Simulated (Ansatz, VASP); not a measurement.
**Two plane-wave programs on RbBr**

INCAR

```
ALGO = Normal ; EDIFF = 1E-6
ENCUT = 520 ; GGA = PE
ISIF = 2 ; ISMEAR = -1
LASPH = True ; LCHARG = False
LREAL = False ; LWAVE = False
NBANDS = 15 ; NELM = 100
PREC = Accurate ; SIGMA = 0.02
```

Contents of KPOINTS:

```
k-points
0
Gamma
  6 6 6
```

The input POSCAR:

```
RbBr
1.0
    0.0000000000      3.4608258933      3.4608258933
    3.4608258933      0.0000000000      3.4608258933
    3.4608258933      3.4608258933      0.0000000000
Rb Br
1 1
Direct
    0.0000000000      0.0000000000      0.0000000000
    0.5000000000      0.5000000000      0.5000000000
```

Input for Ansatz:

```yaml
crystal:
  lattice:
    - [0.0, 3.4608258933, 3.4608258933]
    - [3.4608258933, 0.0, 3.4608258933]
    - [3.4608258933, 3.4608258933, 0.0]
  atoms:
    - { symbol: Rb, position: [0.0, 0.0, 0.0] }
    - { symbol: Br, position: [0.5, 0.5, 0.5] }
kpoints:
  mp_grid: { grid: [6, 6, 6] }
  band_path:
    path:
      - [[0.0, 0.0, 0.0], [0.5, -2.318871621751e-34, 0.5], [0.625, 0.25, 0.625]]
      - [[0.375, 0.375, 0.75], [0.0, 0.0, 0.0], [0.5, 0.5, 0.5], [0.5, 0.25, 0.75], [0.5, -2.318871621751e-34, 0.5]]
    npoints: 10
hamiltonian:
  xc: pbe
scf:
  occupations: { method: fermi_dirac, width: 0.02 }
  n_extra_bands: 4
output:
  forces: true
  stress: true
  eigenvalues: true
```

Alike in both runs: task single point; functional PBE; k mesh 6 × 6 × 6; occupations fermi-dirac, width 0.02 eV; no spin polarisation.

```csv
,VASP,Ansatz
version,VASP 6.6.1,Ansatz 0.2.0
potentials or method,"VASP PAW PBE potentials, release 64 (Rb_sv, Br)","plane waves, PAW"
plane-wave cutoff (eV),520,420
valence electrons in the cell,16,16
```

Ansatz gave:

| Property | Result |
| --- | --- |
| gap on the k mesh at the Fermi level (eV) | 4.29 |
| pressure (GPa) | 0.5 |

Question: Estimate VASP's values.

Answer: gap on the k mesh at the Fermi level (eV): 4.29; pressure (GPa): 0.6.

The functional is the same, so the differences come from potentials, cutoffs and numerics.
